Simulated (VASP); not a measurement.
# Al2Cl (Fm-3m) in VASP: a series of runs, part 2 of 2

VASP 6.6.1.

## (6) Relaxation of cell and atoms, PBE

This run uses another cell than the first one, of 28.12 Å³/atom, 1.202 times its volume.

INCAR reads:

```
ALGO     = Normal         # electronic algorithm
EDIFF    = 1E-6           # SCF threshold, eV
EDIFFG   = -0.01          # ionic threshold
ENCUT    = 600            # plane-wave cutoff, eV
GGA      = PE             # functional
IBRION   = 2              # ionic algorithm
ISIF     = 3              # what is computed and relaxed
ISMEAR   = 0              # smearing method
LASPH    = T              # aspherical terms in the spheres
LCHARG   = F              # write CHGCAR
LREAL    = F              # projectors in reciprocal space
LWAVE    = F              # write WAVECAR
NELM     = 60             # most SCF steps
NSW      = 100            # ionic steps
PREC     = Accurate       # precision mode
SIGMA    = 0.1            # smearing width, eV
```

KPOINTS reads:

```
k-points
0
Gamma
  12 12 12
```

POSCAR reads:

```
Al2Cl
1.0
    0.0000000000      3.4811053016      3.4811053016
    3.4811053016      0.0000000000      3.4811053016
    3.4811053016      3.4811053016      0.0000000000
Al Cl
2 1
Direct
    0.2500000000      0.2500000000      0.2500000000
    0.7500000000      0.7500000000      0.7500000000
    0.5000000000      0.5000000000      0.5000000000
```

Potentials or basis: VASP PAW PBE potentials, release 64 (Al, Cl).

Launch:

```bash
cat potpaw_PBE.64/Al/POTCAR potpaw_PBE.64/Cl/POTCAR > POTCAR
mpirun -np 1 vasp_std > vasp.out
```

OUTCAR:

```text
EDIFF = 1E-6
   EDIFFG = -0.01
   ENCUT = 600
   GGA = PE
   IBRION = 2
   ISIF = 3
   ISMEAR = 0
   LASPH = T
   LREAL = F
   NELM = 60
   NSW = 100
   PREC = Accurate

 ion  position               nearest neighbor table
   1  0.250  0.250  0.250-   3 3.01   3 3.01   3 3.01   3 3.01
   2  0.750  0.750  0.750-   3 3.01   3 3.01   3 3.01   3 3.01
   3  0.500  0.500  0.500-   1 3.01   2 3.01   1 3.01   1 3.01   1 3.01   2 3.01   2 3.01   2 3.01

  LATTYP: Found a face centered cubic cell.
 ALAT       =     6.9622106032

  Lattice vectors:

[... 552 lines left out ...]
  Direction    XX          YY          ZZ          XY          YZ          ZX
  --------------------------------------------------------------------------------------
  -------------------------------------------------------------------------------------
  Total       -0.0236535     -0.0236535     -0.0236535      0.0000000      0.0000000      0.0000000
  in kB       -0.4501361     -0.4501361     -0.4501361      0.0000000      0.0000000      0.0000000
  external PRESSURE =      -0.4501361 kB  Pullay stress =       0.0000000 kB

 VOLUME and BASIS-vectors are now :
 -----------------------------------------------------------------------------
  energy-cutoff  :      600.00
  volume of cell :       84.19
      direct lattice vectors                 reciprocal lattice vectors
     0.000000000  3.478648102  3.478648102    -0.143733998  0.143733998  0.143733998
     3.478648102 -0.000000000  3.478648102     0.143733998 -0.143733998  0.143733998
     3.478648102  3.478648102 -0.000000000     0.143733998  0.143733998 -0.143733998

 POSITION                                       TOTAL-FORCE (eV/Angst)
 -----------------------------------------------------------------------------------
      1.73932      1.73932      1.73932        -0.000000     -0.000000     -0.000000
      5.21797      5.21797      5.21797         0.000000      0.000000      0.000000
      3.47865      3.47865      3.47865        -0.000000     -0.000000      0.000000
 -----------------------------------------------------------------------------------
    total drift:                               -0.000000      0.000000      0.000000

  FREE ENERGIE OF THE ION-ELECTRON SYSTEM (eV)
  ---------------------------------------------------
  free  energy   TOTEN  =        -7.8528182658 eV

  energy  without entropy=       -7.8452507477  energy(sigma->0) =       -7.84903451

 reached required accuracy - stopping structural energy minimisation
```

OSZICAR:

```text
N       E                     dE             d eps       ncg     rms          rms(c)
DAV:   1     0.528171056469E+02    0.52817E+02   -0.51340E+03  1440   0.110E+03
DAV:   2    -0.203476978806E+01   -0.54852E+02   -0.52411E+02  2072   0.143E+02
[... 11 lines left out ...]
   1 F= -.78527464E+01 E0= -.78489486E+01  d E =-.785275E+01
       N       E                     dE             d eps       ncg     rms          rms(c)
DAV:   1    -0.785308889215E+01   -0.34196E-03   -0.51839E-03  1486   0.526E-01    0.972E-02
DAV:   2    -0.785282317319E+01    0.26572E-03   -0.99185E-04  1590   0.213E-01    0.240E-02
DAV:   3    -0.785281893903E+01    0.42342E-05   -0.91275E-05  1486   0.721E-02    0.312E-02
DAV:   4    -0.785281783385E+01    0.11052E-05   -0.22572E-06  1024   0.136E-02    0.199E-02
DAV:   5    -0.785281826579E+01   -0.43194E-06   -0.26887E-06  1292   0.117E-02
   2 F= -.78528183E+01 E0= -.78490345E+01  d E =-.718836E-04
```

CONTCAR:

```text
Al2Cl
   1.00000000000000
     0.0000000000000000    3.4786481016141799    3.4786481016141799
     3.4786481016141799   -0.0000000000000000    3.4786481016141799
     3.4786481016141799    3.4786481016141799   -0.0000000000000000
  Al              Cl
     2     1
Direct
     0.2500000000000000    0.2500000000000000    0.2500000000000000
     0.7500000000000000    0.7500000000000000    0.7500000000000000
     0.5000000000000000    0.5000000000000000    0.5000000000000000

  0.00000000E+00  0.00000000E+00  0.00000000E+00
  0.00000000E+00  0.00000000E+00  0.00000000E+00
  0.00000000E+00  0.00000000E+00  0.00000000E+00
```

It took 95 s on 1 thread of Intel Xeon Platinum 8488C (Sapphire Rapids), shared host; peak memory 0.27 GiB.

Results:

```
Free energy                            : -7.8528 eV
Relaxed volume                         : 28.06 Å³/atom
Relaxed cell                           : a = 4.920 Å, b = 4.920 Å, c = 4.920 Å, α = 60.00°, β = 60.00°, γ = 60.00°
Space group after relaxing (to 0.05 Å) : Fm-3m (No. 225)
Energy gained by relaxing              : 0.0 meV/atom
Ionic steps                            : 2
Pressure after relaxing                : 0.0 GPa
```

Final structure:
```yaml
crystal:
  lattice:
    - [0.00000, 3.47865, 3.47865]
    - [3.47865, 0.00000, 3.47865]
    - [3.47865, 3.47865, 0.00000]
  atoms:
    - { symbol: Al, position: [0.25000, 0.25000, 0.25000] }
    - { symbol: Al, position: [0.75000, 0.75000, 0.75000] }
    - { symbol: Cl, position: [0.50000, 0.50000, 0.50000] }
```

Caveat: an odd number of electrons without spin polarisation forces a metal; a magnetic or distorted state may lie lower.

## (7) The runs side by side

| task | cell | k mesh | cutoff (eV) | gap on the mesh (eV) | pressure (GPa) | relaxed volume (Å³/atom) |
| --- | --- | --- | --- | --- | --- | --- |
| single point | a = 4.630 Å, angles 60.0°, 3 atoms | 4 × 4 × 4 | 520 | none | 5.2 | - |
| single point | a = 4.923 Å, angles 60.0°, 3 atoms | 4 × 4 × 4 | 520 | none | 0.2 | - |
| relaxation of cell and atoms | relaxed from a = 4.630 Å, angles 60.0°, 3 atoms | 4 × 4 × 4 | 600 | none | 0.1 | 28.25 |
| single point | a = 4.919 Å, angles 60.0°, 3 atoms | 12 × 12 × 12 | 520 | none | -0.1 | - |
| relaxation of cell and atoms | relaxed from a = 4.923 Å, angles 60.0°, 3 atoms | 12 × 12 × 12 | 600 | none | 0.0 | 28.06 |

Alike in all rows: level PBE; potentials or basis VASP PAW PBE potentials, release 64 (Al, Cl); no spin polarisation; smearing gaussian 0.1 eV.

Caveats: some runs use coarse meshes; an odd number of electrons without spin polarisation forces a metal; a magnetic or distorted state may lie lower; the volume moved by over 15 % at a fixed basis, so the end points are rough (some runs).

Absolute energies hang on the potentials; compare differences alone.
